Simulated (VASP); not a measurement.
# K (I4/mmm) in VASP: further runs, part 2 of 2

VASP 6.6.1. Earlier steps stand in the parts before.

## 3. Single point, PBE+D3(BJ) (strain +0.030 along x and y, -0.030 along z)

Contents of INCAR:

```
SYSTEM = K
PREC = Accurate
ENCUT = 520
EDIFF = 1E-7
ISMEAR = 0
SIGMA = 0.15
LREAL = .False.
LASPH = .True.
NELM = 100
ALGO = Fast
ISIF = 2
LWAVE = .False.
LCHARG = .False.
GGA = PE
IVDW = 12
NBANDS = 10
```

Contents of KPOINTS:

```
Automatic mesh
0
Gamma
  12 12 12
  0 0 0
```

Contents of POSCAR:

```
K
1.0
    0.0000000000      3.4936290025      3.2901166335
    3.4936290025      0.0000000000      3.2901166335
    3.4936290025      3.4936290025      0.0000000000
K
1
Direct
    0.0000000000      0.0000000000      0.0000000000
```

Potentials or basis: VASP PAW PBE potentials, release 64 (K_sv).

Launch:

```sh
$ cat potpaw_PBE.64/K_sv/POTCAR > POTCAR
$ mpirun -np 1 vasp_std > vasp.out
```

OUTCAR:

```text
SYSTEM = K
   PREC = Accurate
   ENCUT = 520
   EDIFF = 1E-7
   ISMEAR = 0
   LREAL = .False.
   LASPH = .True.
   NELM = 100
   ISIF = 2
   GGA = PE
   IVDW = 12
 IVDW          = 12

 ion  position               nearest neighbor table
   1  0.000  0.000  0.000-

  LATTYP: Found a body centered tetragonal cell.
 ALAT       =     4.9407375172
 C/A-ratio  =     1.3318321898

  Lattice vectors:

 A1 = (   0.0000000000,  -3.4936290025,  -3.2901166335)
 A2 = (   0.0000000000,   3.4936290025,  -3.2901166335)
 A3 = (   3.4936290025,   0.0000000000,   3.2901166335)

Analysis of symmetry for initial positions (statically):
=====================================================================
 Subroutine PRICEL returns:
 Original cell was already a primitive cell.

 Routine SETGRP: Setting up the symmetry group for a
 body centered tetragonal supercell.

 Subroutine GETGRP returns: Found 16 space group operations
 (whereof 16 operations were pure point group operations)
 out of a pool of 16 trial point group operations.

The static configuration has the point symmetry D_4h.

Analysis of symmetry for dynamics (positions and initial velocities):
=====================================================================
 Subroutine PRICEL returns:
 Original cell was already a primitive cell.

 Routine SETGRP: Setting up the symmetry group for a
 body centered tetragonal supercell.

 Subroutine GETGRP returns: Found 16 space group operations
 (whereof 16 operations were pure point group operations)
 out of a pool of 16 trial point group operations.

The dynamic configuration has the point symmetry D_4h.

 Subroutine INISYM returns: Found 16 space group operations
 (whereof 16 operations are pure point group operations),
 and found     1 'primitive' translations

----------------------------------------------------------------------------------------

                                     Primitive cell

  volume of cell :      80.3147

  direct lattice vectors                    reciprocal lattice vectors
     0.000000000  3.493629003  3.290116633    -0.143117658  0.143117658  0.151970296
     3.493629003  0.000000000  3.290116633     0.143117658 -0.143117658  0.151970296
     3.493629003  3.493629003  0.000000000     0.143117658  0.143117658 -0.151970296

  length of vectors
     4.798990630  4.798990630  4.940737517     0.253101361  0.253101361  0.253101361

  position of ions in fractional coordinates (direct lattice)
     0.000000000  0.000000000  0.000000000

  ion indices of the primitive-cell ions
   primitive index   ion index
                 1           1

----------------------------------------------------------------------------------------

 KPOINTS: Automatic mesh

Automatic generation of k-mesh.
 Grid dimensions read from file:
 generate k-points for:   12   12   12

 Generating k-lattice:

  Cartesian coordinates                     Fractional coordinates (reciprocal lattice)
    -0.011926471  0.011926471  0.012664191     0.083333333  0.000000000  0.000000000
     0.011926471 -0.011926471  0.012664191     0.000000000  0.083333333  0.000000000
     0.011926471  0.011926471 -0.012664191     0.000000000  0.000000000  0.083333333

  Length of vectors
     0.021091780  0.021091780  0.021091780

  Shift w.r.t. Gamma in fractional coordinates (k-lattice)
     0.000000000  0.000000000  0.000000000

 Subroutine IBZKPT returns following result:
 ===========================================

 Found    163 irreducible k-points:

 Following reciprocal coordinates:
            Coordinates               Weight
  0.000000  0.000000  0.000000      1.000000
  0.083333 -0.000000  0.000000      8.000000
  0.166667 -0.000000  0.000000      8.000000
  0.250000 -0.000000  0.000000      8.000000
  0.333333 -0.000000  0.000000      8.000000
  0.416667 -0.000000  0.000000      8.000000
[... 16 lines left out ...]
  0.500000  0.166667  0.000000      8.000000
 -0.416667  0.166667  0.000000      8.000000
 [... further k-points ...]
   k-points           NKPTS =    163   k-points in BZ     NKDIM =    163   number of bands    NBANDS=     10
   number of dos      NEDOS =    301   number of ions     NIONS =      1
   total plane-waves  NPLWV =  51840
   dimension x,y,z NGX =    36 NGY =   36 NGZ =   40
   dimension x,y,z NGXF=    72 NGYF=   72 NGZF=   80
   ions per type =               1
   NGX,Y,Z   is equivalent  to a cutoff of  12.47, 12.47, 13.46 a.u.
   NGXF,Y,Z  is equivalent  to a cutoff of  24.94, 24.94, 26.92 a.u.
 SYSTEM =  K
   PREC   = accura    normal or accurate (medium, high low for compatibility)
   ISTART =      0    job   : 0-new  1-cont  2-samecut
   ICHARG =      2    charge: 1-file 2-atom 10-const
   ISPIN  =      1    spin polarized calculation?
   LNONCOLLINEAR =      F non collinear calculations
   LSORBIT =      F    spin-orbit coupling
   LASPH  =      T    aspherical Exc in radial PAW
   ENCUT  =  520.0 eV  38.22 Ry    6.18 a.u.   8.92  8.92  9.19*2*pi/ulx,y,z
   NELM   =    100;   NELMIN=  2; NELMDL= -5     # of ELM steps
   EDIFF  = 0.1E-06   stopping-criterion for ELM
   LREAL  =      F    real-space projection
   EDIFFG = 0.1E-05   stopping-criterion for IOM
   NSW    =      0    number of steps for IOM
   IBRION =     -1    ionic relax: 0-MD 1-quasi-New 2-CG
   NFREE  =      0    steps in history (QN), initial steepest desc. (CG)
   ISIF   =      2    stress and relaxation
   ISYM   =      2    0-nonsym 1-usesym 2-fastsym
   POTIM  = 0.5000    time-step for ionic-motion
   TEBEG  =    0.0;   TEEND  =   0.0 temperature during run
   PSTRESS=    0.0 pullay stress
   NELECT =       9.0000    total number of electrons
   NUPDOWN=      -1.0000    fix difference up-down
   EMIN   =  10.00;   EMAX   =-10.00  energy-range for DOS
   EFERMI =   0.00;   METHOD = LEGACY
   ISMEAR =     0;   SIGMA  =   0.15  broadening in eV -4-tet -1-fermi 0-gaus
   EFERMI_NEDOS =   21; number of points for ismear=-14 and -15
   IALGO  =     68    algorithm
   IMIX   =      4    mixing-type and parameters
     AMIX     =   0.40;   BMIX     =  1.00
     AMIX_MAG =   1.60;   BMIX_MAG =  1.00
  volume/ion in A,a.u.               =      80.31       541.99
  Fermi-wavevector in a.u.,A,eV,Ry     =   0.789267  1.491499  8.475650  0.622943
  Thomas-Fermi vector in A             =   1.894375
   LORBIT       =      0    0 simple, 1 ext, 2 COOP (PROOUT), +10 PAW based schemes
   GGA     = PE    functional components
   LHFCALC =     F    Hartree Fock is set to
   AEXX    =    0.0000 exact exchange contribution
   IVDW    =    12    specifies the selected vdW correction
   LEPSILON=     F    determine dielectric tensor
   LRPA    =     F    only Hartree local field effects (RPA)
 non-spin polarized calculation
 RMM-DIIS sequential band-by-band and
 Gauss-broadening in eV      SIGMA  =   0.15
  energy-cutoff  :      520.00
  volume of cell :       80.31
 maximum number of plane-waves:      2188
   NGX = 17   NGY = 17   NGZ = 19

 number of electron       9.0000001 magnetization

 Free energy of the ion-electron system (eV)
  ---------------------------------------------------
  ext. energy  EPLUGINS =         0.00000000
  ---------------------------------------------------
  free energy    TOTEN  =        -1.04704790 eV

  energy without entropy =       -1.03856220  energy(sigma->0) =       -1.04280505

 E-fermi :  -0.3038     XC(G=0):  -5.4434

 val. band max:       -0.3312145402   @ k =  -0.4167   0.0833   0.0000
 cond. band min:      -0.2993310586   @ k =  -0.1667   0.3333   0.2500
 fundamental gap:      0.0318834816
 Fermi energy:        -0.3038183202

 k-point     1 :       0.0000    0.0000    0.0000
  band No.  band energies     occupation
      1     -32.4889      2.00000
      2     -15.9441      2.00000
      3     -15.9441      2.00000
      4     -15.9441      2.00000
      5      -2.3384      2.00000
      6       3.7680      0.00000
      7       3.7680      0.00000
      8       3.9534      0.00000
      9       4.8189      0.00000
     10       5.1471      0.00000
[... 287 lines left out ...]
 k-point    24 :      -0.4167    0.1667    0.0000
  band No.  band energies     occupation
      1     -32.4862      2.00000
      2     -15.9878      2.00000
      3     -15.9581      2.00000
      4     -15.9552      2.00000
      5       0.0342      0.00144
      6       0.6621      0.00000
      7       2.9655      0.00000
      8       3.5963      0.00000
      9       4.7957      0.00000
     10       5.4799      0.00000

 [... further k-points ...]

------------------------ aborting loop because EDIFF is reached ----------------------------------------

 Edisp (eV)   -0.10332

 E8    (eV) :    -0.0558

  FORCE on cell =-STRESS in cart. coord.  units (eV):
  Direction    XX          YY          ZZ          XY          YZ          ZX
  --------------------------------------------------------------------------------------
  -------------------------------------------------------------------------------------
  Total      -0.24471    -0.24471    -0.23013     0.00000     0.00000    -0.00000
  in kB      -4.88157    -4.88157    -4.59079     0.00000     0.00000    -0.00000
  external pressure =       -4.78 kB  Pullay stress =        0.00 kB

 VOLUME and BASIS-vectors are now :
 -----------------------------------------------------------------------------
  energy-cutoff  :      520.00
  volume of cell :       80.31
      direct lattice vectors                 reciprocal lattice vectors
     0.000000000  3.493629003  3.290116633    -0.143117658  0.143117658  0.151970296
     3.493629003  0.000000000  3.290116633     0.143117658 -0.143117658  0.151970296
     3.493629003  3.493629003  0.000000000     0.143117658  0.143117658 -0.151970296

 POSITION                                       TOTAL-FORCE (eV/Angst)
 -----------------------------------------------------------------------------------
      0.00000      0.00000      0.00000        -0.000000     -0.000000      0.000000
 -----------------------------------------------------------------------------------
    total drift:                               -0.000000     -0.000000     -0.000000

  FREE ENERGIE OF THE ION-ELECTRON SYSTEM (eV)
  ---------------------------------------------------
  free  energy   TOTEN  =        -1.1503649865 eV

  energy  without entropy=       -1.1418792839  energy(sigma->0) =       -1.14612214
```

OSZICAR:

```text
N       E                     dE             d eps       ncg     rms          rms(c)
DAV:   1     0.469778470140E+02    0.46978E+02   -0.34966E+03  3260   0.674E+02
DAV:   2     0.704190831096E+00   -0.46274E+02   -0.45607E+02  3482   0.187E+02
DAV:   3    -0.993970068139E+00   -0.16982E+01   -0.16893E+01  5120   0.294E+01
DAV:   4    -0.104501141724E+01   -0.51041E-01   -0.50760E-01  4494   0.443E+00
DAV:   5    -0.104611180415E+01   -0.11004E-02   -0.11002E-02  5056   0.480E-01    0.177E+00
RMM:   6    -0.104649906007E+01   -0.38726E-03   -0.87251E-04  3779   0.203E-01    0.109E+00
RMM:   7    -0.104694647605E+01   -0.44742E-03   -0.21889E-03  4308   0.332E-01    0.511E-02
RMM:   8    -0.104703175831E+01   -0.85282E-04   -0.22549E-04  5177   0.141E-01    0.146E-02
RMM:   9    -0.104704561795E+01   -0.13860E-04   -0.69582E-05  5363   0.496E-02    0.748E-03
RMM:  10    -0.104704691553E+01   -0.12976E-05   -0.14895E-05  5554   0.206E-02    0.496E-03
RMM:  11    -0.104704820419E+01   -0.12887E-05   -0.39473E-06  5254   0.115E-02    0.377E-03
RMM:  12    -0.104704784039E+01    0.36381E-06   -0.14634E-06  5349   0.732E-03    0.299E-04
RMM:  13    -0.104704789867E+01   -0.58277E-07   -0.53597E-07  4701   0.354E-03
   1 F= -.11503650E+01 E0= -.11461221E+01  d E =-.848570E-02
```

stdout:

```text
POSCAR found type information on POSCAR K
 POSCAR found :  1 types and       1 ions
 scaLAPACK will be used
 LDA part: xc-table for (Slater+PW92), standard interpolation
 POSCAR, INCAR and KPOINTS ok, starting setup
 FFT: planning ... GRIDC
 FFT: planning ... GRID_SOFT
 FFT: planning ... GRID
 WAVECAR not read
 entering main loop
WARNING in EDDRMM: call to ZHEGV failed, returncode =   6  3      7
WARNING in EDDRMM: call to ZHEGV failed, returncode =   8  4      5
WARNING in EDDRMM: call to ZHEGV failed, returncode =   6  3      7
WARNING in EDDRMM: call to ZHEGV failed, returncode =   6  3      8
WARNING in EDDRMM: call to ZHEGV failed, returncode =   6  3      6
WARNING in EDDRMM: call to ZHEGV failed, returncode =   6  3      5
```

Run time: 88 s. Hardware: 1 thread of AMD EPYC 9R45 (Zen 5), shared host; peak memory 0.26 GiB.

What came out:

```yaml
Free_energy: -1.1504 eV
Pressure: -0.5 GPa
Band_gap_on_the_k_mesh: zero (an odd number of electrons rules out a gap without spin polarisation)
Dispersion_energy_per_atom: -0.103 eV
```

Caveat: the cell differs from its parent crystal (strain +0.030 along x and y, -0.030 along z).
